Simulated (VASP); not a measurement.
# LiCl (Fm-3m) in VASP: further runs

LiCl is run at these levels: PBE+D3(BJ), LDA, BLYP+D4; tasks: single point, relaxation of cell and atoms.

Everything below comes from runs of VASP 6.6.1. Logs are shortened: lines on timing, memory, paths and dates and some standing lists are left out, and cuts for length are marked.

## 1. The cell of the first run

The structure is cubic, space group Fm-3m (No. 225). The conventional cell has a = 5.037 Å, b = 5.037 Å, c = 5.037 Å, α = 90.00°, β = 90.00°, γ = 90.00°. Within 3.3 Å of Cl (site symmetry m-3m) lie 6 Li at 2.52 Å. Within 3.3 Å of Li (site symmetry m-3m) lie 6 Cl at 2.52 Å.

## 2. Single point, PBE+D3(BJ)

INCAR reads:

```
SYSTEM = LiCl
PREC     = Accurate       ! precision mode
ENCUT    = 520            ! plane-wave cutoff, eV
EDIFF    = 1E-6           ! SCF threshold, eV
ISMEAR   = -1             ! smearing method
SIGMA    = 0.05           ! smearing width, eV
LREAL    = .False.        ! projectors in reciprocal space
LASPH    = .True.         ! aspherical terms in the spheres
NELM     = 80             ! most SCF steps
ALGO     = Normal         ! electronic algorithm
ISIF     = 2              ! what is computed and relaxed
LWAVE    = .False.        ! write WAVECAR
LCHARG   = .False.        ! write CHGCAR
GGA      = PE             ! functional
IVDW     = 12             ! dispersion correction
NBANDS   = 12             ! bands
```

KPOINTS reads:

```
regular mesh
0
Gamma
  9 9 9
  0 0 0
```

POSCAR reads:

```
LiCl
1.0
    0.0000000000      2.5183474000      2.5183474000
    2.5183474000      0.0000000000      2.5183474000
    2.5183474000      2.5183474000      0.0000000000
Cl Li
1 1
Direct
    0.5000000000      0.5000000000      0.5000000000
    0.0000000000      0.0000000000      0.0000000000
```

Potentials or basis: VASP PAW PBE potentials, release 64 (Cl, Li_sv).

On the command line:

```sh
> cat potpaw_PBE.64/Cl/POTCAR potpaw_PBE.64/Li_sv/POTCAR > POTCAR
> mpirun -np 1 vasp_std > vasp.out
```

OUTCAR:

```text
SYSTEM = LiCl
   PREC = Accurate
   ENCUT = 520
   EDIFF = 1E-6
   ISMEAR = -1
   LREAL = .False.
   LASPH = .True.
   NELM = 80
   ISIF = 2
   GGA = PE
   IVDW = 12
 IVDW          = 12

 ion  position               nearest neighbor table
   1  0.500  0.500  0.500-   2 2.52   2 2.52   2 2.52   2 2.52   2 2.52   2 2.52
   2  0.000  0.000  0.000-   1 2.52   1 2.52   1 2.52   1 2.52   1 2.52   1 2.52

  LATTYP: Found a face centered cubic cell.
 ALAT       =     5.0366948000

  Lattice vectors:

 A1 = (   0.0000000000,   2.5183474000,   2.5183474000)
 A2 = (   2.5183474000,   0.0000000000,   2.5183474000)
 A3 = (   2.5183474000,   2.5183474000,   0.0000000000)

Analysis of symmetry for initial positions (statically):
=====================================================================
 Subroutine PRICEL returns:
 Original cell was already a primitive cell.

 Routine SETGRP: Setting up the symmetry group for a
 face centered cubic supercell.

 Subroutine GETGRP returns: Found 48 space group operations
 (whereof 48 operations were pure point group operations)
 out of a pool of 48 trial point group operations.

The static configuration has the point symmetry O_h .

Analysis of symmetry for dynamics (positions and initial velocities):
=====================================================================
 Subroutine PRICEL returns:
 Original cell was already a primitive cell.

 Routine SETGRP: Setting up the symmetry group for a
 face centered cubic supercell.

 Subroutine GETGRP returns: Found 48 space group operations
 (whereof 48 operations were pure point group operations)
 out of a pool of 48 trial point group operations.

The dynamic configuration has the point symmetry O_h .

 Subroutine INISYM returns: Found 48 space group operations
 (whereof 48 operations are pure point group operations),
 and found     1 'primitive' translations

----------------------------------------------------------------------------------------

                                     Primitive cell

  volume of cell :      31.9431

  direct lattice vectors                    reciprocal lattice vectors
     0.000000000  2.518347400  2.518347400    -0.198542902  0.198542902  0.198542902
     2.518347400  0.000000000  2.518347400     0.198542902 -0.198542902  0.198542902
     2.518347400  2.518347400  0.000000000     0.198542902  0.198542902 -0.198542902

  length of vectors
     3.561481048  3.561481048  3.561481048     0.343886393  0.343886393  0.343886393

  position of ions in fractional coordinates (direct lattice)
     0.500000000  0.500000000  0.500000000
[... 89 lines left out ...]
   NELECT =      10.0000    total number of electrons
   NUPDOWN=      -1.0000    fix difference up-down
   EMIN   =  10.00;   EMAX   =-10.00  energy-range for DOS
   EFERMI =   0.00;   METHOD = LEGACY
   ISMEAR =    -1;   SIGMA  =   0.05  broadening in eV -4-tet -1-fermi 0-gaus
   EFERMI_NEDOS =   21; number of points for ismear=-14 and -15
   IALGO  =     38    algorithm
   IMIX   =      4    mixing-type and parameters
     AMIX     =   0.40;   BMIX     =  1.00
     AMIX_MAG =   1.60;   BMIX_MAG =  1.00
  volume/ion in A,a.u.               =      15.97       107.78
  Fermi-wavevector in a.u.,A,eV,Ry     =   1.111602  2.100623 16.812152  1.235658
  Thomas-Fermi vector in A             =   2.248167
   LORBIT       =      0    0 simple, 1 ext, 2 COOP (PROOUT), +10 PAW based schemes
   GGA     = PE    functional components
   LHFCALC =     F    Hartree Fock is set to
   AEXX    =    0.0000 exact exchange contribution
   IVDW    =    12    specifies the selected vdW correction
   LEPSILON=     F    determine dielectric tensor
   LRPA    =     F    only Hartree local field effects (RPA)
 non-spin polarized calculation
  energy-cutoff  :      520.00
  volume of cell :       31.94
 maximum number of plane-waves:       889
   NGX = 13   NGY = 13   NGZ = 13

 number of electron      10.0000000 magnetization

 number of electron       9.9999994 magnetization

 Free energy of the ion-electron system (eV)
  ---------------------------------------------------
  ext. energy  EPLUGINS =         0.00000000
  ---------------------------------------------------
  free energy    TOTEN  =        -7.37048134 eV

  energy without entropy =       -7.37048134  energy(sigma->0) =       -7.37048134

 E-fermi :   2.2368     XC(G=0):  -8.9697

 val. band max:        1.0050045539   @ k =   0.0000   0.0000   0.0000
 cond. band min:       7.6738949251   @ k =   0.0000   0.0000   0.0000
 fundamental gap:      6.6688903711
 Fermi energy:         2.2368095909

 k-point     1 :       0.0000    0.0000    0.0000
  band No.  band energies     occupation
      1     -42.4288      2.00000
      2     -12.5929      2.00000
      3       1.0050      2.00000
      4       1.0050      2.00000
      5       1.0050      2.00000
      6       7.6739      0.00000
      7      12.9851      0.00000
      8      12.9851      0.00000
      9      12.9851      0.00000
     10      15.7801      0.00000
     11      15.7803      0.00000
     12      15.8655      0.00000
[... 331 lines left out ...]
 k-point    24 :       0.4444    0.4444    0.0000
  band No.  band energies     occupation
      1     -42.4242      2.00000
      2     -11.6970      2.00000
      3      -2.0530      2.00000
      4      -0.1698      2.00000
      5      -0.1698      2.00000
      6       9.0711      0.00000
      7       9.2760      0.00000
      8      13.6314      0.00000
      9      15.3765      0.00000
     10      15.3765      0.00000
     11      18.1520      0.00000
     12      20.0568      0.00000

 [... further k-points ...]

------------------------ aborting loop because EDIFF is reached ----------------------------------------

 Edisp (eV)   -0.47669

 E8    (eV) :    -0.1797

  FORCE on cell =-STRESS in cart. coord.  units (eV):
  Direction    XX          YY          ZZ          XY          YZ          ZX
  --------------------------------------------------------------------------------------
  -------------------------------------------------------------------------------------
  Total      -0.02321    -0.02321    -0.02321    -0.00000     0.00000    -0.00000
  in kB      -1.16435    -1.16435    -1.16435    -0.00000     0.00000    -0.00000
  external pressure =       -1.16 kB  Pullay stress =        0.00 kB

 VOLUME and BASIS-vectors are now :
 -----------------------------------------------------------------------------
  energy-cutoff  :      520.00
  volume of cell :       31.94
      direct lattice vectors                 reciprocal lattice vectors
     0.000000000  2.518347400  2.518347400    -0.198542902  0.198542902  0.198542902
     2.518347400  0.000000000  2.518347400     0.198542902 -0.198542902  0.198542902
     2.518347400  2.518347400  0.000000000     0.198542902  0.198542902 -0.198542902

 POSITION                                       TOTAL-FORCE (eV/Angst)
 -----------------------------------------------------------------------------------
      2.51835      2.51835      2.51835        -0.000000     -0.000000      0.000000
      0.00000      0.00000      0.00000         0.000000      0.000000     -0.000000
 -----------------------------------------------------------------------------------
    total drift:                                0.000000      0.000000      0.000000

  FREE ENERGIE OF THE ION-ELECTRON SYSTEM (eV)
  ---------------------------------------------------
  free  energy   TOTEN  =        -7.8471672289 eV

  energy  without entropy=       -7.8471672289  energy(sigma->0) =       -7.84716723
```

OSZICAR:

```text
N       E                     dE             d eps       ncg     rms          rms(c)
DAV:   1     0.380913405632E+02    0.38091E+02   -0.40417E+03   848   0.766E+02
DAV:   2    -0.532207742128E+01   -0.43413E+02   -0.42047E+02  1072   0.146E+02
DAV:   3    -0.737896763665E+01   -0.20569E+01   -0.20520E+01  1116   0.321E+01
DAV:   4    -0.743051674670E+01   -0.51549E-01   -0.51531E-01  1164   0.509E+00
DAV:   5    -0.743093846523E+01   -0.42172E-03   -0.42171E-03  1148   0.454E-01    0.246E+00
DAV:   6    -0.736549399512E+01    0.65444E-01   -0.13680E-01  1008   0.175E+00    0.176E+00
DAV:   7    -0.736679783368E+01   -0.13038E-02   -0.47239E-02  1236   0.116E+00    0.937E-01
DAV:   8    -0.737047330580E+01   -0.36755E-02   -0.56978E-03  1000   0.523E-01    0.153E-01
DAV:   9    -0.737043416205E+01    0.39144E-04   -0.16389E-04  1036   0.895E-02    0.489E-02
DAV:  10    -0.737047578081E+01   -0.41619E-04   -0.96082E-05   988   0.665E-02    0.479E-02
DAV:  11    -0.737048062249E+01   -0.48417E-05   -0.11041E-05  1076   0.212E-02    0.240E-03
DAV:  12    -0.737048134292E+01   -0.72043E-06   -0.36824E-07   808   0.467E-03
   1 F= -.78471672E+01 E0= -.78471672E+01  d E =-.219369E-11
```

Wall time 8.7 s (1 thread of Intel Xeon Platinum 8375C at 2.90GHz (Ice Lake), shared host); peak memory 0.16 GiB.

Results:

| Item | Value |
| --- | --- |
| Free energy | -7.8472 eV |
| Band gap on the k mesh | 6.67 eV, direct |
| Dispersion energy per atom | -0.238 eV |

Caveat: the cutoff is under 1.25 times the usual one of these potentials, so pressure, stress and relaxed cells hold a basis-set (Pulay) error. A k mesh can miss the band edges.

## 3. Single point, LDA

This run uses another cell than the first one, of 16.87 Å³/atom, 1.056 times its volume.

INCAR reads:

```
PREC = Accurate ; ENCUT = 520
EDIFF = 1E-6 ; ISMEAR = 0
SIGMA = 0.1 ; LREAL = False
LASPH = True ; NELM = 80
ALGO = Normal ; ISIF = 2
LWAVE = False ; LCHARG = True
GGA = CA ; LELF = True
LVHAR = True ; NBANDS = 12
```

KPOINTS reads:

```
regular mesh
0
Gamma
  9 9 9
```

POSCAR reads:

```
LiCl
1.0
    0.0000000000      2.5647700000      2.5647700000
    2.5647700000      0.0000000000      2.5647700000
    2.5647700000      2.5647700000      0.0000000000
Cl Li
1 1
Direct
    0.5000000000      0.5000000000      0.5000000000
    0.0000000000      0.0000000000      0.0000000000
```

Potentials or basis: VASP PAW LDA potentials, release 64 (Cl, Li_sv).

On the command line:

```sh
> cat potpaw_LDA.64/Cl/POTCAR potpaw_LDA.64/Li_sv/POTCAR > POTCAR
> mpirun -np 1 vasp_std > vasp.out
```

It took 8.1 s on 1 thread of Intel Xeon Platinum 8375C at 2.90GHz (Ice Lake), shared host; peak memory 0.14 GiB.

It converged, with:

```yaml
Free_energy: -8.0620 eV
Band_gap_on_the_k_mesh: 6.00 eV, direct
```

Levels at points of the mesh, in eV from the valence-band top:
| k point | band 2 | band 3 | band 4 | band 5 | band 6 | band 7 | band 8 | band 9 |
| --- | --- | --- | --- | --- | --- | --- | --- | --- |
| (0.00, 0.00, 0.00) | -13.33 | 0.00 | 0.00 | 0.00 | 6.00 | 11.74 | 11.74 | 11.74 |

Caveat: the cutoff is under 1.25 times the usual one of these potentials, so pressure, stress and relaxed cells hold a basis-set (Pulay) error. A k mesh can miss the band edges.

## 4. Single point, BLYP+D4

This run uses another cell than the first one, of 16.61 Å³/atom, 1.040 times its volume.

INCAR reads:

```
PREC     = Accurate       # precision mode
ENCUT    = 520            # plane-wave cutoff, eV
EDIFF    = 1E-7           # SCF threshold, eV
ISMEAR   = -1             # smearing method
SIGMA    = 0.05           # smearing width, eV
LREAL    = False          # projectors in reciprocal space
LASPH    = True           # aspherical terms in the spheres
NELM     = 100            # most SCF steps
ALGO     = Normal         # electronic algorithm
ISIF     = 2              # what is computed and relaxed
LWAVE    = False          # write WAVECAR
LCHARG   = False          # write CHGCAR
GGA      = B5             # functional
ALDAX    = 1.0          
AGGAX    = 1.0          
AGGAC    = 1.0          
ALDAC    = 0.0          
IVDW     = 13             # dispersion correction
VDW_S6   = 1.0          
VDW_S8   = 2.34076671   
VDW_A1   = 0.44488865   
VDW_A2   = 4.0933009    
NBANDS   = 12             # bands
```

KPOINTS reads:

```
Automatic mesh
0
Gamma
  9 9 9
```

POSCAR reads:

```
LiCl
1.0
    0.0000000000      2.5517174200      2.5517174200
    2.5517174200      0.0000000000      2.5517174200
    2.5517174200      2.5517174200      0.0000000000
Cl Li
1 1
Direct
    0.5000000000      0.5000000000      0.5000000000
    0.0000000000      0.0000000000      0.0000000000
```

Potentials or basis: VASP PAW PBE potentials, release 64 (Cl, Li_sv).

On the command line:

```sh
> cat potpaw_PBE.64/Cl/POTCAR potpaw_PBE.64/Li_sv/POTCAR > POTCAR
> mpirun -np 1 vasp_std > vasp.out
```

OUTCAR:

```text
PREC = Accurate
   ENCUT = 520
   EDIFF = 1E-7
   ISMEAR = -1
   LREAL = False
   LASPH = True
   NELM = 100
   ISIF = 2
   GGA = B5
   IVDW = 13

 ion  position               nearest neighbor table
   1  0.500  0.500  0.500-   2 2.55   2 2.55   2 2.55   2 2.55   2 2.55   2 2.55
   2  0.000  0.000  0.000-   1 2.55   1 2.55   1 2.55   1 2.55   1 2.55   1 2.55

  LATTYP: Found a face centered cubic cell.
 ALAT       =     5.1034348400

  Lattice vectors:

 A1 = (   0.0000000000,   2.5517174200,   2.5517174200)
 A2 = (   2.5517174200,   0.0000000000,   2.5517174200)
 A3 = (   2.5517174200,   2.5517174200,   0.0000000000)

Analysis of symmetry for initial positions (statically):
=====================================================================
 Subroutine PRICEL returns:
 Original cell was already a primitive cell.

 Routine SETGRP: Setting up the symmetry group for a
 face centered cubic supercell.

 Subroutine GETGRP returns: Found 48 space group operations
 (whereof 48 operations were pure point group operations)
 out of a pool of 48 trial point group operations.

The static configuration has the point symmetry O_h .

[... 172 lines left out ...]
      5       1.0047      2.00000
      6       7.5972      0.00000
      7      13.0238      0.00000
      8      13.0238      0.00000
      9      13.0238      0.00000
     10      15.6381      0.00000
     11      15.6381      0.00000
     12      15.6622      0.00000
[... 331 lines left out ...]
 k-point    24 :       0.4444    0.4444    0.0000
  band No.  band energies     occupation
      1     -43.0979      2.00000
      2     -11.5983      2.00000
      3      -1.8245      2.00000
      4      -0.0836      2.00000
      5      -0.0836      2.00000
      6       9.0483      0.00000
      7       9.5211      0.00000
      8      13.4218      0.00000
      9      15.1149      0.00000
     10      15.1150      0.00000
     11      17.9525      0.00000
     12      19.8199      0.00000

 [... further k-points ...]

------------------------ aborting loop because EDIFF is reached ----------------------------------------

  DFT-D4 for vdW energy calculation

  Edisp (eV):   -0.46492

  FORCE on cell =-STRESS in cart. coord.  units (eV):
  Direction    XX          YY          ZZ          XY          YZ          ZX
  --------------------------------------------------------------------------------------
  -------------------------------------------------------------------------------------
  Total      -0.03765    -0.03765    -0.03765     0.00000    -0.00000     0.00000
  in kB      -1.81542    -1.81542    -1.81542     0.00000    -0.00000     0.00000
  external pressure =       -1.82 kB  Pullay stress =        0.00 kB

 VOLUME and BASIS-vectors are now :
 -----------------------------------------------------------------------------
  energy-cutoff  :      520.00
  volume of cell :       33.23
      direct lattice vectors                 reciprocal lattice vectors
     0.000000000  2.551717420  2.551717420    -0.195946462  0.195946462  0.195946462
     2.551717420  0.000000000  2.551717420     0.195946462 -0.195946462  0.195946462
     2.551717420  2.551717420  0.000000000     0.195946462  0.195946462 -0.195946462

 POSITION                                       TOTAL-FORCE (eV/Angst)
 -----------------------------------------------------------------------------------
      2.55172      2.55172      2.55172         0.000000     -0.000000      0.000000
      0.00000      0.00000      0.00000        -0.000000      0.000000     -0.000000
 -----------------------------------------------------------------------------------
    total drift:                                0.000000      0.000000      0.000000

  FREE ENERGIE OF THE ION-ELECTRON SYSTEM (eV)
  ---------------------------------------------------
  free  energy   TOTEN  =        -7.4789090536 eV

  energy  without entropy=       -7.4789090535  energy(sigma->0) =       -7.47890905
```

Wall time 15 s (1 thread of Intel Xeon Platinum 8375C at 2.90GHz (Ice Lake), shared host); peak memory 0.16 GiB.

What came out:

```yaml
Free_energy: -7.4789 eV
Band_gap_on_the_k_mesh: 6.59 eV, direct
Dispersion_energy_per_atom: -0.232 eV
```

Caveat: the cutoff is under 1.25 times the usual one of these potentials, so pressure, stress and relaxed cells hold a basis-set (Pulay) error; the PAW data sets were made with another functional, which shifts forces and pressure a little. As with any semilocal functional, this BLYP gap is likely too small.

[end of part 1 of 2]
